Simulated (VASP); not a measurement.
Write the native input for VASP 6.6.1 that does the following.

- Task: single point
- Functional: PBE
- Potentials or basis: VASP PAW PBE potentials, release 64 (Hf_pv, Bi_d, O)
- Cutoff: 520 eV
- k mesh: 6 × 6 × 6
- Occupations: gaussian, width 0.1 eV
- Spin: no spin polarisation
- Dipole correction: no
- Further INCAR settings: ALGO = Normal; EDIFF = 1e-06; NBANDS = 22

The structure of HfBiO lies in POSCAR:

```
HfBiO
1.0
    4.8440258597      0.0000000000      0.0000000000
   -2.4220129299      4.1950494511      0.0000000000
    0.0000000000      0.0000000000      3.1635263307
Hf Bi O
1 1 1
Direct
    0.6666666667      0.3333333333      0.5000000000
    0.3333333333      0.6666666667      0.5000000000
    0.0000000000      0.0000000000      0.0000000000
```

The input as run:

INCAR

```
SYSTEM = HfBiO
  ALGO = Normal
  EDIFF = 1E-6
  ENCUT = 520
  GGA = PE
  ISIF = 2
  ISMEAR = 0
  LASPH = .TRUE.
  LCHARG = .TRUE.
  LELF = .TRUE.
  LREAL = .FALSE.
  LVHAR = .TRUE.
  LWAVE = .FALSE.
  NBANDS = 22
  NELM = 80
  PREC = Accurate
  SIGMA = 0.1
```

KPOINTS

```
k-points
0
G
  6 6 6
  0 0 0
```

Potentials or basis: VASP PAW PBE potentials, release 64 (Hf_pv, Bi_d, O).

Launch:

```bash
$ cat potpaw_PBE.64/Hf_pv/POTCAR potpaw_PBE.64/Bi_d/POTCAR potpaw_PBE.64/O/POTCAR > POTCAR
$ mpirun -np 1 vasp_std > vasp.out
```

Results of the run:

```
Pressure : -0.6 GPa
```

Caveat: an odd number of electrons without spin polarisation forces a metal; a magnetic or distorted state may lie lower.

Run time: 36 s on 1 thread of Intel Xeon 6975P-C, on a shared host, peak memory 0.2 GiB.
